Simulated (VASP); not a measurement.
# AlN (P6_3mc) in VASP: a series of runs, part 2 of 2

VASP 6.6.1.

## Step 4: Relaxation of shape and atoms at fixed volume, PBEsol

INCAR reads:

```
SYSTEM = AlN
  ALGO = Normal
  EDIFF = 1E-6
  EDIFFG = -0.02
  ENCUT = 600
  GGA = PS
  IBRION = 2
  ISIF = 4
  ISMEAR = 0
  LASPH = .True.
  LCHARG = .False.
  LREAL = .False.
  LWAVE = .False.
  NELM = 100
  NSW = 60
  PREC = Accurate
  SIGMA = 0.05
```

KPOINTS reads:

```
k-points
0
Gamma
  12 12 8
  0 0 0
```

POSCAR reads:

```
AlN
1.0
    3.1110016497      0.0000000000      0.0000000000
   -1.5555008249      2.6942064599      0.0000000000
    0.0000000000      0.0000000000      4.9779991970
Al N
2 2
Direct
    0.3333333333      0.6666666667      0.0000000000
    0.6666666667      0.3333333333      0.5000000000
    0.3333333333      0.6666666667      0.3850000000
    0.6666666667      0.3333333333      0.8850000000
```

Potentials or basis: VASP PAW PBE potentials, release 64 (Al, N).

Started as:

```console
$ cat potpaw_PBE.64/Al/POTCAR potpaw_PBE.64/N/POTCAR > POTCAR
$ mpirun -np 1 vasp_std > vasp.out
```

OUTCAR:

```text
SYSTEM = AlN
   EDIFF = 1E-6
   EDIFFG = -0.02
   ENCUT = 600
   GGA = PS
   IBRION = 2
   ISIF = 4
   ISMEAR = 0
   LASPH = .True.
   LREAL = .False.
   NELM = 100
   NSW = 60
   PREC = Accurate

 ion  position               nearest neighbor table
   1  0.333  0.667  0.000-   4 1.89   4 1.89   4 1.89   3 1.92   2 3.07   2 3.07   2 3.07   2 3.07
                             2 3.07   2 3.07
   2  0.667  0.333  0.500-   3 1.89   3 1.89   3 1.89   4 1.92   1 3.07   1 3.07   1 3.07   1 3.07
                             1 3.07   1 3.07
   3  0.333  0.667  0.385-   2 1.89   2 1.89   2 1.89   1 1.92
   4  0.667  0.333  0.885-   1 1.89   1 1.89   1 1.89   2 1.92

  LATTYP: Found a hexagonal cell.
 ALAT       =     3.1110016497
 C/A-ratio  =     1.6001274694

  Lattice vectors:

 A1 = (   3.1110016497,   0.0000000000,   0.0000000000)
 A2 = (  -1.5555008249,   2.6942064599,   0.0000000000)
 A3 = (   0.0000000000,   0.0000000000,   4.9779991970)

Analysis of symmetry for initial positions (statically):
=====================================================================
 Subroutine PRICEL returns:
 Original cell was already a primitive cell.

 Routine SETGRP: Setting up the symmetry group for a
 hexagonal supercell.

 Subroutine GETGRP returns: Found 12 space group operations
 (whereof  6 operations were pure point group operations)
 out of a pool of 24 trial point group operations.

The static configuration has the point symmetry C_3v.
 The point group associated with its full space group is C_6v.

Analysis of symmetry for dynamics (positions and initial velocities):
=====================================================================
 Subroutine PRICEL returns:
 Original cell was already a primitive cell.

 Routine SETGRP: Setting up the symmetry group for a
 hexagonal supercell.

 Subroutine GETGRP returns: Found 12 space group operations
 (whereof  6 operations were pure point group operations)
 out of a pool of 24 trial point group operations.

The dynamic configuration has the point symmetry C_3v.
 The point group associated with its full space group is C_6v.

 Subroutine INISYM returns: Found 12 space group operations
 (whereof  6 operations are pure point group operations),
 and found     1 'primitive' translations

----------------------------------------------------------------------------------------

                                     Primitive cell

  volume of cell :      41.7240

  direct lattice vectors                    reciprocal lattice vectors
     3.111001650  0.000000000  0.000000000     0.321439881  0.185583402  0.000000000
    -1.555500825  2.694206460  0.000000000     0.000000000  0.371166804  0.000000000
     0.000000000  0.000000000  4.977999197     0.000000000  0.000000000  0.200883922

  length of vectors
     3.111001650  3.111001650  4.977999197     0.371166804  0.371166804  0.200883922

  position of ions in fractional coordinates (direct lattice)
     0.333333333  0.666666667  0.000000000
     0.666666667  0.333333333  0.500000000
     0.333333333  0.666666667  0.385000000
     0.666666667  0.333333333  0.885000000

  ion indices of the primitive-cell ions
   primitive index   ion index
                 1           1
                 2           2
                 3           3
                 4           4

[... 60 lines left out ...]
   NGXF,Y,Z  is equivalent  to a cutoff of  29.93, 29.93, 26.72 a.u.
 SYSTEM =  AlN
   PREC   = accura    normal or accurate (medium, high low for compatibility)
   ISTART =      0    job   : 0-new  1-cont  2-samecut
   ICHARG =      2    charge: 1-file 2-atom 10-const
   ISPIN  =      1    spin polarized calculation?
   LNONCOLLINEAR =      F non collinear calculations
   LSORBIT =      F    spin-orbit coupling
   LASPH  =      T    aspherical Exc in radial PAW
   ENCUT  =  600.0 eV  44.10 Ry    6.64 a.u.   6.21  6.21  9.94*2*pi/ulx,y,z
   NELM   =    100;   NELMIN=  2; NELMDL= -5     # of ELM steps
   EDIFF  = 0.1E-05   stopping-criterion for ELM
   LREAL  =      F    real-space projection
   EDIFFG = -.2E-01   stopping-criterion for IOM
   NSW    =     60    number of steps for IOM
   IBRION =      2    ionic relax: 0-MD 1-quasi-New 2-CG
   NFREE  =      1    steps in history (QN), initial steepest desc. (CG)
   ISIF   =      4    stress and relaxation
   ISYM   =      2    0-nonsym 1-usesym 2-fastsym
   POTIM  = 0.5000    time-step for ionic-motion
   TEBEG  =    0.0;   TEEND  =   0.0 temperature during run
   PSTRESS=    0.0 pullay stress
   NELECT =      16.0000    total number of electrons
   NUPDOWN=      -1.0000    fix difference up-down
   EMIN   =  10.00;   EMAX   =-10.00  energy-range for DOS
   EFERMI =   0.00;   METHOD = LEGACY
   ISMEAR =     0;   SIGMA  =   0.05  broadening in eV -4-tet -1-fermi 0-gaus
   EFERMI_NEDOS =   21; number of points for ismear=-14 and -15
   IALGO  =     38    algorithm
   IMIX   =      4    mixing-type and parameters
     AMIX     =   0.40;   BMIX     =  1.00
     AMIX_MAG =   1.60;   BMIX_MAG =  1.00
  volume/ion in A,a.u.               =      10.43        70.39
  Fermi-wavevector in a.u.,A,eV,Ry     =   1.189377  2.247597 19.247040  1.414617
  Thomas-Fermi vector in A             =   2.325486
   LORBIT       =      0    0 simple, 1 ext, 2 COOP (PROOUT), +10 PAW based schemes
   GGA     = PS    functional components
   LHFCALC =     F    Hartree Fock is set to
   AEXX    =    0.0000 exact exchange contribution
   IVDW    =     0    specifies the selected vdW correction
   LEPSILON=     F    determine dielectric tensor
   LRPA    =     F    only Hartree local field effects (RPA)
 conjugate gradient relaxation of ions
 non-spin polarized calculation
 Gauss-broadening in eV      SIGMA  =   0.05
  energy-cutoff  :      600.00
  volume of cell :       41.72
 maximum number of plane-waves:      1418
 NGX is ok and might be reduce to    28
   NGX = 13   NGY = 13   NGZ = 19

--------------------------------------- Ionic step        1  -------------------------------------------

 number of electron      16.0000001 magnetization

 Free energy of the ion-electron system (eV)
  ---------------------------------------------------
  ext. energy  EPLUGINS =         0.00000000
  ---------------------------------------------------
  free energy    TOTEN  =       -31.31282661 eV

  energy without entropy =      -31.31282661  energy(sigma->0) =      -31.31282661

------------------------ aborting loop because EDIFF is reached ----------------------------------------

  FORCE on cell =-STRESS in cart. coord.  units (eV):
  Direction    XX          YY          ZZ          XY          YZ          ZX
  --------------------------------------------------------------------------------------
  -------------------------------------------------------------------------------------
  Total        0.2669187      0.2669187     -0.2526687     -0.0000000     -0.0000000      0.0000000
  in kB       10.2495210     10.2495210     -9.7023324     -0.0000000     -0.0000000      0.0000000
  external PRESSURE =       3.5989032 kB  Pullay stress =       0.0000000 kB
[... 101 lines left out ...]
--------------------------------------- Ionic step        4  -------------------------------------------

 number of electron      16.0000000 magnetization

 Free energy of the ion-electron system (eV)
  ---------------------------------------------------
  ext. energy  EPLUGINS =         0.00000000
  ---------------------------------------------------
  free energy    TOTEN  =       -31.31538710 eV

  energy without entropy =      -31.31538710  energy(sigma->0) =      -31.31538710

 E-fermi :   6.3099     XC(G=0): -11.1120

 val. band max:        6.0941995870   @ k =   0.0000   0.0000   0.0000
 cond. band min:      10.2174163784   @ k =   0.0000   0.0000   0.0000
 fundamental gap:      4.1232167914
 Fermi energy:         6.3098788555

 k-point     1 :       0.0000    0.0000    0.0000
  band No.  band energies     occupation
      1      -9.1014      2.00000
      2      -6.9045      2.00000
      3       0.0233      2.00000
      4       5.1873      2.00000
      5       5.1873      2.00000
      6       5.8478      2.00000
      7       5.8478      2.00000
      8       6.0942      2.00000
      9      10.2174      0.00000
     10      12.6335      0.00000
     11      16.6099      0.00000
     12      17.0980      0.00000
[... 331 lines left out ...]
 k-point    24 :       0.3333   -0.0000    0.1250
  band No.  band energies     occupation
      1      -7.7954      2.00000
      2      -6.4463      2.00000
      3       1.1890      2.00000
      4       2.0203      2.00000
      5       2.6646      2.00000
      6       4.2383      2.00000
      7       5.2593      2.00000
      8       5.4515      2.00000
      9      11.9519      0.00000
     10      12.6160      0.00000
     11      14.3101      0.00000
     12      16.2037      0.00000

 [... further k-points ...]
[... 5 lines left out ...]
  --------------------------------------------------------------------------------------
  -------------------------------------------------------------------------------------
  Total        0.0758372      0.0758372      0.1659314     -0.0000000      0.0000000      0.0000000
  in kB        2.9121060      2.9121060      6.3716700     -0.0000000      0.0000000      0.0000000
  external PRESSURE =       4.0652940 kB  Pullay stress =       0.0000000 kB
[... 19 lines left out ...]
  FREE ENERGIE OF THE ION-ELECTRON SYSTEM (eV)
  ---------------------------------------------------
  free  energy   TOTEN  =       -31.3153871032 eV

  energy  without entropy=      -31.3153871032  energy(sigma->0) =      -31.31538710

 reached required accuracy - stopping structural energy minimisation
```

OSZICAR:

```text
N       E                     dE             d eps       ncg     rms          rms(c)
DAV:   1     0.591774037163E+02    0.59177E+02   -0.83082E+03  2280   0.134E+03
DAV:   2    -0.311464653617E+02   -0.90324E+02   -0.82779E+02  3300   0.247E+02
[... 26 lines left out ...]
   3 F= -.31315152E+02 E0= -.31315152E+02  d E =-.232495E-02
       N       E                     dE             d eps       ncg     rms          rms(c)
DAV:   1    -0.313154723380E+02   -0.32010E-03   -0.18523E-02  2280   0.130E+00    0.522E-02
DAV:   2    -0.313154192081E+02    0.53130E-04   -0.15301E-04  2880   0.121E-01    0.296E-02
DAV:   3    -0.313153868712E+02    0.32337E-04   -0.44850E-05  2832   0.580E-02    0.195E-03
DAV:   4    -0.313153871032E+02   -0.23196E-06   -0.26203E-06  2196   0.154E-02
   4 F= -.31315387E+02 E0= -.31315387E+02  d E =-.235543E-03
```

Wall time 1.9 min (1 thread of Intel Xeon 6975P-C, shared host); peak memory 0.21 GiB.

Results:

```
Free energy                  : -31.3154 eV
Energy gained by relaxing    : 0.6 meV/atom
Ionic steps                  : 4
Pressure after relaxing      : 0.4 GPa
Largest force after relaxing : 0.011 eV/Å
Band gap on the k mesh       : 4.12 eV, direct
```

Forces on the atoms (eV/Å):
```
Al   0.000  0.000  0.011
Al   0.000  0.000  0.011
N    0.000  0.000 -0.011
N    0.000  0.000 -0.011
```

The path:
```tsv
step	energy change (eV)	largest force (eV/Å)	pressure (GPa)	volume (Å³)
1	0.0000	0.1780	0.36	41.72
2	-0.0008	0.1111	0.40	41.72
3	-0.0023	0.0228	0.38	41.72
4	-0.0026	0.0109	0.41	41.72
```

Final structure:
```yaml
crystal:
  lattice:
    - [3.11280, 0.00000, 0.00000]
    - [-1.55640, 2.69577, 0.00000]
    - [0.00000, 0.00000, 4.97224]
  atoms:
    - { symbol: Al, position: [0.33333, 0.66667, 0.00122] }
    - { symbol: Al, position: [0.66667, 0.33333, 0.50122] }
    - { symbol: N, position: [0.33333, 0.66667, 0.38378] }
    - { symbol: N, position: [0.66667, 0.33333, 0.88378] }
```

Levels at points of the mesh, in eV from the valence-band top:
```
           k point  band 4  band 5  band 6  band 7  band 8  band 9  band 10  band 11  band 12
(0.00, 0.00, 0.00)   -0.91   -0.91   -0.25   -0.25    0.00    4.12     6.54    10.52    11.00
(0.50, 0.00, 0.00)   -4.22   -3.40   -2.14   -1.82   -0.72    5.65     5.68     8.08    10.16
(0.00, 0.00, 0.50)   -3.37   -0.59   -0.59   -0.59   -0.59    6.37     6.37    10.21    10.21
(0.50, 0.00, 0.50)   -5.68   -1.51   -1.51   -1.39   -1.39    5.17     5.17     9.12     9.12
```

Caveat: the PAW data sets were made with another functional, which shifts forces and pressure a little. A k mesh can miss the band edges.

## Step 5: Against experiment

Step 2. Against the measured gap of AlN, 6.034 eV (an exciton energy, a little under the gap; 10 K; quoted in “Self-assembly of well-separated AlN nanowires directly on sputtered metallic TiN films”, 2019, arxiv:1910.07391), the calculated 4.14 eV is off by -1.90 eV. 2 values of this kind are on record (6.034 to 6.0343 eV); this one was drawn at random. The value is that of PBEsol on a finite k mesh, which can miss the band edges, without temperature or zero-point motion. Semilocal functionals fall short of measured gaps as a rule.

Step 3. A measured gap of AlN is 6.0343 eV (an exciton energy, a little under the gap; 0 K; quoted in “Structural and optical properties of self-assembled AlN nanowires grown on SiO2/Si substrates by molecular beam epitaxy”, 2024, arxiv:2402.00216); the calculated 4.14 eV misses it by -1.90 eV. 2 values of this kind are on record (6.034 to 6.0343 eV); this one was drawn at random. The value is that of PBEsol on a finite k mesh, which can miss the band edges, without temperature or zero-point motion. Semilocal functionals fall short of measured gaps as a rule.
